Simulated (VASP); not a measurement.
Zr: single point with PBE

The system is Zr.

```
CELL_PARAMETERS angstrom
2.94464 0.00000 0.00000
-1.47232 2.55014 0.00000
0.00000 0.00000 2.92430
ATOMIC_POSITIONS crystal
Zr 0.00000 0.00000 0.00000
```

This isn't the form of Zr at room conditions, which is hcp.

```yaml
Program: VASP 6.6.1
Task: single point
Functional: PBE
Potentials_or_basis: VASP PAW PBE potentials, release 64 (Zr_sv)
Cutoff: 520 eV
k_mesh: 16 × 16 × 14
Occupations: fermi-dirac, width 0.1 eV
Spin: no spin polarisation
Dipole_correction: no
k_mesh_for_the_DOS: 24 × 24 × 21
Occupations_for_the_DOS: tetrahedron
Further_INCAR_settings: ALGO = Normal; EDIFF = 1e-06
```

* Valence electrons inside the program's atomic spheres: Zr 10.03

Levels at points of the mesh, in eV from the Fermi level:
```tsv
k point	band 2	band 3	band 4	band 5	band 6	band 7	band 8	band 9	band 10
(0.00, 0.00, 0.00)	-25.92	-25.66	-25.66	-5.21	-1.81	1.37	1.37	6.19	6.19
(0.50, 0.00, 0.00)	-27.22	-26.01	-25.72	-2.91	-0.60	1.79	2.33	5.36	6.97
```

Wall time 2.2 min on 1 thread of Intel Xeon 8259CL (shared host), peak memory 0.28 GiB.
